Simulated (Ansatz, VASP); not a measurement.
**Two plane-wave programs on GaP**

```
Ga P
1.0
     0.00000    2.61624    2.50723
     2.61624    0.00000    2.50723
     2.61624    2.61624    0.00000
Ga P
1 1
Direct
  0.00000 0.00000 0.00000
  0.75000 0.75000 0.75000
```

Change from the starting cell: strain -0.040 along x and y, -0.080 along z, atoms carried along.

Alike in both runs: task single point; functional r2SCAN; k mesh 8 × 8 × 8; occupations gaussian, width 0.05 eV; no spin polarisation.

|  | VASP | Ansatz |
| --- | --- | --- |
| version | VASP 6.6.1 | Ansatz 0.2.0 |
| potentials or method | VASP PAW PBE potentials, release 64 (Ga_d, P), cutoff 520 eV | scalar-relativistic, plane waves, PAW |
| valence electrons in the cell | 18 | 18 |

Ansatz gave:

| Quantity | Value |
| --- | --- |
| gap on the k mesh at the Fermi level (eV) | 1.10 |
| least direct gap on the mesh (eV) | 3.68 |
| pressure (GPa) | 20.7 |
| traceless stress, the component that is largest in VASP (GPa) | 2.02 |

Question: What did VASP give for the same quantities?

Answer: gap on the k mesh at the Fermi level (eV): 1.10; least direct gap on the mesh (eV): 3.65; pressure (GPa): 20.7; traceless stress, the component that is largest in VASP (GPa): 2.03.

VASP's potentials were made for PBE, not for r2SCAN.
